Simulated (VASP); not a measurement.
Here is a VASP 6.6.1 calculation.

Contents of INCAR:

```
SYSTEM = Ca
PREC = Accurate ; ENCUT = 600
EDIFF = 1E-6 ; ISMEAR = -1
SIGMA = 0.08 ; LREAL = .FALSE.
LASPH = .TRUE. ; NELM = 80
ALGO = Normal ; ISIF = 3
LWAVE = .FALSE. ; LCHARG = .FALSE.
GGA = CA ; IBRION = 2
NSW = 60 ; EDIFFG = -0.005
```

The input KPOINTS:

```
Automatic mesh
0
G
  12 12 12
  0 0 0
```

File POSCAR:

```
Ca
1.0
    0.0000000000      2.6714644531      2.6714644531
    2.6714644531      0.0000000000      2.6714644531
    2.6714644531      2.6714644531      0.0000000000
Ca
1
Direct
    0.0000000000      0.0000000000      0.0000000000
```

Potentials or basis: VASP PAW LDA potentials, release 64 (Ca_sv).

The run is started by

```sh
$ cat potpaw_LDA.64/Ca_sv/POTCAR > POTCAR
$ mpirun -np 1 vasp_std > vasp.out
```

Predict the relaxed volume.

38.10 Å³/atom.

What does it give for the space group after relaxing (to 0.05 Å)?

Fm-3m (No. 225).

Final structure:
```yaml
crystal:
  lattice:
    - [0.00000, 2.67068, 2.67068]
    - [2.67068, 0.00000, 2.67068]
    - [2.67068, 2.67068, 0.00000]
  atoms:
    - { symbol: Ca, position: [0.00000, 0.00000, 0.00000] }
```
